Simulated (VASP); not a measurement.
Crystal: HfF.

```xyz
2
Lattice="0.0000 2.5638 2.5638 2.5638 0.0000 2.5638 2.5638 2.5638 0.0000" Properties=species:S:1:pos:R:3 pbc="T T T"
Hf    0.0000    0.0000    0.0000
F     3.8457    3.8457    3.8457
```

```yaml
Program: VASP 6.6.1
Task: relaxation of cell and atoms
Functional: PBE
Potentials_or_basis: VASP PAW PBE potentials, release 64 (Hf_pv, F)
Cutoff: 600 eV
k_mesh: 18 × 18 × 18
Occupations: gaussian, width 0.1 eV
Spin: no spin polarisation
```

At the start: pressure -3.3 GPa; volume 16.85 Å³/atom.

Problem. How do energy, volume and symmetry change on relaxing?

Solution. Over 3 steps the energy falls by 5.1 meV/atom and the volume is 16.37 Å³/atom (-2.9 %); space group F-43m (No. 216, to 0.1 Å) before and after.

The path:
```tsv
step	energy change (eV)	largest force (eV/Å)	pressure (GPa)	volume (Å³)
1	0.0000	0.0000	-3.28	33.71
2	-0.0048	0.0000	2.64	32.05
3	-0.0103	0.0000	-0.03	32.73
```

Final structure:
```xyz
2
Lattice="0.0000 2.5389 2.5389 2.5389 0.0000 2.5389 2.5389 2.5389 0.0000" Properties=species:S:1:pos:R:3 pbc="T T T"
Hf    0.0000    0.0000    0.0000
F     3.8083    3.8083    3.8083
```

Caveat: an odd number of electrons without spin polarisation forces a metal; a magnetic or distorted state may lie lower.
